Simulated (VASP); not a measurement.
# BaTiO3: single point with PBE

The system is BaTiO3.

```
Ba Ti O
1.0
     4.01925    0.00000    0.00000
     0.00000    4.01925    0.00000
     0.00000    0.00000    4.01925
Ba Ti O
1 1 3
Direct
  0.50000 0.50000 0.50000
  0.00000 0.00000 0.00000
  0.50000 0.98241 0.98241
  0.00000 0.50000 0.00000
  0.00000 0.00000 0.50000
```

This cell differs from its parent crystal: atom 3 (O) moved +0.100 Å towards its neighbour atom 1 (Ba) at 2.842 Å.

```
Program             : VASP 6.6.1
Task                : single point
Functional          : PBE
Potentials or basis : VASP PAW PBE potentials, release 64 (Ba_sv, Ti_sv, O)
Cutoff              : 520 eV
k mesh              : 8 × 8 × 8
Occupations         : gaussian, width 0.05 eV
Spin                : no spin polarisation
```

The pressure is 1.8 GPa, the largest force is 0.555 eV/Å and the band gap on the k mesh is 1.71 eV (least direct gap 1.88 eV).

Forces in eV/Å, atoms in the order of the input:
```
Ba   0.000 -0.067 -0.067
Ti   0.000 -0.049 -0.049
O    0.000  0.393  0.393
O    0.000 -0.319  0.042
O    0.000  0.042 -0.319
```

Stress tensor (GPa, compression positive):
```
1.66 0.00 0.00
0.00 1.81 0.07
0.00 0.07 1.81
```

Levels at points of the mesh, in eV from the valence-band top:
```tsv
k point	band 16	band 17	band 18	band 19	band 20	band 21	band 22	band 23	band 24	band 25
(0.00, 0.00, 0.00)	-1.09	-1.08	-0.20	-0.18	-0.17	1.71	1.72	1.79	3.81	3.82
(0.50, 0.00, 0.00)	-1.95	-1.79	-1.67	-0.72	-0.72	1.86	3.36	3.39	3.81	5.75
(0.00, 0.50, 0.00)	-1.89	-1.83	-1.82	-0.73	-0.72	1.89	3.41	3.42	3.82	5.79
(0.50, 0.50, 0.00)	-2.64	-1.73	-0.89	-0.89	-0.09	3.39	3.42	3.81	4.63	7.47
(0.00, 0.50, 0.50)	-2.66	-1.66	-0.89	-0.88	-0.10	3.42	3.44	3.83	4.65	7.52
(0.50, 0.50, 0.50)	-2.41	-2.39	-0.02	-0.01	0.00	4.03	4.05	4.07	6.61	6.66
```

Wall time 110 s on 1 thread of Intel(R) Xeon(R) Platinum 8488C (Sapphire Rapids), with other jobs on the host, peak memory 0.31 GiB.

Caveat: the cell differs from its parent crystal (atom 3 (O) moved +0.100 Å towards its neighbour atom 1 (Ba) at 2.842 Å); spin-orbit coupling is left out, which moves the levels of the heavy elements. A k mesh can miss the band edges.
